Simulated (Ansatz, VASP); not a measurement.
One calculation of BaCdInC6N6, two programs

File INCAR:

```
SYSTEM = BaCdInC6N6
  PREC = Accurate
  ENCUT = 520
  EDIFF = 1E-6
  ISMEAR = 0
  SIGMA = 0.1
  LREAL = Auto
  LASPH = .TRUE.
  NELM = 80
  ALGO = Normal
  ISIF = 2
  LWAVE = .FALSE.
  LCHARG = .TRUE.
  GGA = PE
  LELF = .TRUE.
  LVHAR = .TRUE.
  NBANDS = 58
```

Contents of KPOINTS:

```
Automatic mesh
0
G
  4 4 4
  0 0 0
```

File POSCAR:

```
BaCdInC6N6
1.0
    0.0000000000      5.2685000000      5.2685000000
    5.2685000000      0.0000000000      5.2685000000
    5.2685000000      5.2685000000      0.0000000000
Ba Cd In C N
1 1 1 6 6
Direct
    0.7500000000      0.7500000000      0.7500000000
    0.5000000000      0.5000000000      0.5000000000
    0.0000000000      0.0000000000      0.0000000000
    0.8100977500      0.1899022500      0.1899022500
    0.1899022500      0.1899022500      0.8100977500
    0.8100977500      0.1899022500      0.8100977500
    0.1899022500      0.8100977500      0.8100977500
    0.8100977500      0.8100977500      0.1899022500
    0.1899022500      0.8100977500      0.1899022500
    0.6990604500      0.3009395500      0.3009395500
    0.3009395500      0.3009395500      0.6990604500
    0.6990604500      0.3009395500      0.6990604500
    0.3009395500      0.6990604500      0.6990604500
    0.6990604500      0.6990604500      0.3009395500
    0.3009395500      0.6990604500      0.3009395500
```

Input for Ansatz:

```yaml
crystal:
  lattice:
    - [0.0, 5.2685, 5.2685]
    - [5.2685, 0.0, 5.2685]
    - [5.2685, 5.2685, 0.0]
  atoms:
    - { symbol: Ba, position: [0.75, 0.75, 0.75] }
    - { symbol: Cd, position: [0.5, 0.5, 0.5] }
    - { symbol: In, position: [0.0, 0.0, 0.0] }
    - { symbol: C, position: [0.81009775, 0.18990225, 0.18990225] }
    - { symbol: C, position: [0.18990225, 0.18990225, 0.81009775] }
    - { symbol: C, position: [0.81009775, 0.18990225, 0.81009775] }
    - { symbol: C, position: [0.18990225, 0.81009775, 0.81009775] }
    - { symbol: C, position: [0.81009775, 0.81009775, 0.18990225] }
    - { symbol: C, position: [0.18990225, 0.81009775, 0.18990225] }
    - { symbol: "N", position: [0.69906045, 0.30093955, 0.30093955] }
    - { symbol: "N", position: [0.30093955, 0.30093955, 0.69906045] }
    - { symbol: "N", position: [0.69906045, 0.30093955, 0.69906045] }
    - { symbol: "N", position: [0.30093955, 0.69906045, 0.69906045] }
    - { symbol: "N", position: [0.69906045, 0.69906045, 0.30093955] }
    - { symbol: "N", position: [0.30093955, 0.69906045, 0.30093955] }
basis:
  ecutwfc: 420
kpoints:
  mp_grid: { grid: [4, 4, 4] }
hamiltonian:
  xc: pbe
scf:
  occupations: { method: gaussian, width: 0.1 }
  lower_state_search: "off"
output:
  forces: true
  stress: true
  eigenvalues: true
```

Alike in both runs: task single point; functional PBE; k mesh 4 × 4 × 4; occupations gaussian, width 0.1 eV; no spin polarisation.

|  | VASP | Ansatz |
| --- | --- | --- |
| version | VASP 6.6.1 | Ansatz 0.2.0 |
| potentials or method | VASP PAW PBE potentials, release 64 (Ba_sv, Cd, In_d, C, N), cutoff 520 eV | scalar-relativistic, plane waves, PAW |
| valence electrons in the cell | 89 | 97 |

```tsv
	VASP	Ansatz	Ansatz less VASP
gap on the k mesh at the Fermi level (eV)	none	none	-
pressure (GPa)	20.0	19.4	-0.64
rms of the force components (eV/Å)	1.759	1.930	+0.1709
```

Atom by atom the forces differ by 0.173 eV/Å (rms over components). A gap of «none» marks a metal or a gap that the smearing closes. VASP's potentials hold 89 valence electrons a cell and Ansatz's 97, so a difference there can come from the potentials and not from the codes.

Spin-orbit coupling is off throughout. Noted on VASP's run: the standard files for N, O and F lose accuracy on very short bonds.
